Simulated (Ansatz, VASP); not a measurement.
## KZnF3 in VASP and in Ansatz

```
CELL_PARAMETERS angstrom
3.96495 0.00000 0.00000
0.00000 3.96495 0.00000
0.00000 0.00000 3.96495
ATOMIC_POSITIONS crystal
K 0.00000 0.00000 0.00000
Zn 0.50000 0.50000 0.50000
F 0.50000 0.50000 0.00000
F 0.00000 0.50000 0.50000
F 0.50000 0.00000 0.50000
```

Alike in both runs: functional r2SCAN; k mesh 8 × 8 × 8; occupations fermi-dirac, width 0.02 eV; no spin polarisation.

Ansatz relaxed the structure, and its values are those at the end. VASP's run is a single point on that final structure, the one shown.

```csv
,VASP,Ansatz
version,VASP 6.6.1,Ansatz 0.2.0
potentials or method,"VASP PAW PBE potentials, release 64 (K_sv, Zn, F), cutoff 520 eV",PAW plane waves
valence electrons in the cell,42,42
```

```csv
,VASP,Ansatz,Ansatz less VASP
gap on the k mesh at the Fermi level (eV),4.75,4.80,+0.053
pressure (GPa),6.6,6.1,-0.55
```

VASP's potentials were made for PBE, not for r2SCAN. With one functional, cell and mesh, what is left measures potentials, basis and numerics. Ansatz's warnings: stress scf threshold loose.
